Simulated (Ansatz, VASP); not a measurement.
**CdSe in VASP and in Ansatz**

File INCAR:

```
SYSTEM = CdSe
  PREC = Accurate
  ENCUT = 500
  EDIFF = 1E-6
  ISMEAR = 0
  SIGMA = 0.01
  LREAL = .FALSE.
  LASPH = .TRUE.
  NELM = 120
  ALGO = Normal
  ISIF = 2
  LWAVE = .FALSE.
  LCHARG = .FALSE.
  GGA = PS
  NBANDS = 16
  GGA_COMPAT = .FALSE.
```

File KPOINTS:

```
Automatic mesh
0
G
  8 8 8
  0 0 0
```

Contents of POSCAR:

```
CdSe
1.0
    0.0000000000      3.0714838878      2.9960752010
    3.0714838878      0.0000000000      2.9960752010
    3.0714838878      3.0714838878      0.0000000000
Cd Se
1 1
Direct
    0.0000000000      0.0000000000      0.0000000000
    0.2500000000      0.2500000000      0.2500000000
```

Input for Ansatz:

```yaml
crystal:
  lattice:
    - [0.0, 3.0714838878, 2.996075201]
    - [3.0714838878, 0.0, 2.996075201]
    - [3.0714838878, 3.0714838878, 0.0]
  atoms:
    - { symbol: Cd, position: [0.0, 0.0, 0.0] }
    - { symbol: Se, position: [0.25, 0.25, 0.25] }
basis:
  ecutwfc: 420
kpoints:
  mp_grid: { grid: [8, 8, 8] }
  band_path:
    path:
      - [0.0, 0.0, 0.0]
      - [0.0, 0.0, 0.0]
      - [0.0, 0.0, 0.0]
      - [0.0, 0.0, 0.0]
      - [0.0, 0.0, 0.0]
      - [0.0, 0.0, 0.0]
      - [0.0, 0.0, 0.0]
      - [0.0, 0.0, 0.0]
      - [0.0, 0.0, 0.0]
      - [0.0, 0.0, 0.0]
      - [0.0, 0.0, 0.0]
      - [0.0, 0.0, 0.0]
      - [0.0, 0.0, 0.0]
      - [0.0, 0.0, 0.0]
      - [0.0, 0.0, 0.0]
      - [0.0, 0.0, 0.0]
      - [0.0, 0.0, 0.0]
      - [0.0, 0.0, 0.0]
      - [0.0, 0.0, 0.0]
      - [0.0, 0.0, 0.0]
      - [0.0, 0.0, 0.0]
      - [0.0, 0.0, 0.0]
      - [0.0, 0.0, 0.0]
      - [0.0, 0.0, 0.0]
      - [0.0, 0.0, 0.0]
      - [0.0, 0.0, 0.0]
      - [0.3, 0.3, 0.0]
      - [0.3166666667, 0.3166666667, 0.0]
      - [0.3333333333, 0.3333333333, 0.0]
      - [0.35, 0.35, 0.0]
      - [0.3666666667, 0.3666666667, 0.0]
      - [0.3833333333, 0.3833333333, 0.0]
      - [0.4, 0.4, 0.0]
      - [0.4166666667, 0.4166666667, 0.0]
      - [0.4333333333, 0.4333333333, 0.0]
      - [0.45, 0.45, 0.0]
      - [0.4666666667, 0.4666666667, 0.0]
      - [0.4833333333, 0.4833333333, 0.0]
      - [0.5, 0.5, 0.0]
      - [0.0, 0.3, 0.3]
      - [0.0, 0.3166666667, 0.3166666667]
      - [0.0, 0.3333333333, 0.3333333333]
      - [0.0, 0.35, 0.35]
      - [0.0, 0.3666666667, 0.3666666667]
      - [0.0, 0.3833333333, 0.3833333333]
      - [0.0, 0.4, 0.4]
      - [0.0, 0.4166666667, 0.4166666667]
      - [0.0, 0.4333333333, 0.4333333333]
      - [0.0, 0.45, 0.45]
      - [0.0, 0.4666666667, 0.4666666667]
      - [0.0, 0.4833333333, 0.4833333333]
      - [0.0, 0.5, 0.5]
      - [0.5, 0.5, 0.5]
      - [0.5, 0.5, 0.5]
      - [0.5, 0.5, 0.5]
      - [0.5, 0.5, 0.5]
      - [0.5, 0.5, 0.5]
      - [0.5, 0.5, 0.5]
      - [0.5, 0.5, 0.5]
      - [0.5, 0.5, 0.5]
      - [0.5, 0.5, 0.5]
      - [0.5, 0.5, 0.5]
      - [0.5, 0.5, 0.5]
      - [0.5, 0.5, 0.5]
      - [0.5, 0.5, 0.5]
      - [0.0, 0.0, 0.5]
      - [0.0, 0.0, 0.5]
      - [0.0, 0.0, 0.5]
      - [0.0, 0.0, 0.5]
      - [0.0, 0.0, 0.5]
      - [0.0, 0.0, 0.5]
      - [0.0, 0.0, 0.5]
      - [0.0, 0.0, 0.5]
      - [0.0, 0.0, 0.5]
      - [0.0, 0.0, 0.5]
      - [0.0, 0.0, 0.5]
      - [0.0, 0.0, 0.5]
      - [0.0, 0.0, 0.5]
    npoints: 1
hamiltonian:
  xc: pbesol
  pseudopotentials: { kind: paw, azcp: { folder: soft_1 } }
scf:
  occupations: { method: fixed }
  n_extra_bands: 5
output:
  eigenvalues: true
```

Alike in both runs: task single point; functional PBEsol; k mesh 8 × 8 × 8; no spin polarisation.

```csv
,VASP,Ansatz
version,VASP 6.6.1,Ansatz 0.2.0
potentials or method,"VASP PAW PBE potentials, release 64 (Cd, Se), cutoff 500 eV","scalar-relativistic, plane waves, PAW"
occupations,"gaussian, width 0.01 eV",fixed
valence electrons in the cell,18,36
```

```csv
,VASP,Ansatz,Ansatz less VASP
gap on the k mesh at the Fermi level (eV),0.42,0.42,-0.003
least direct gap on the mesh (eV),0.42,0.42,-0.003
```

VASP's potentials were made for PBE, not for PBEsol, and Ansatz warns of the same on its side. VASP's potentials hold 18 valence electrons a cell and Ansatz's 36, so a difference there can come from the potentials and not from the codes.
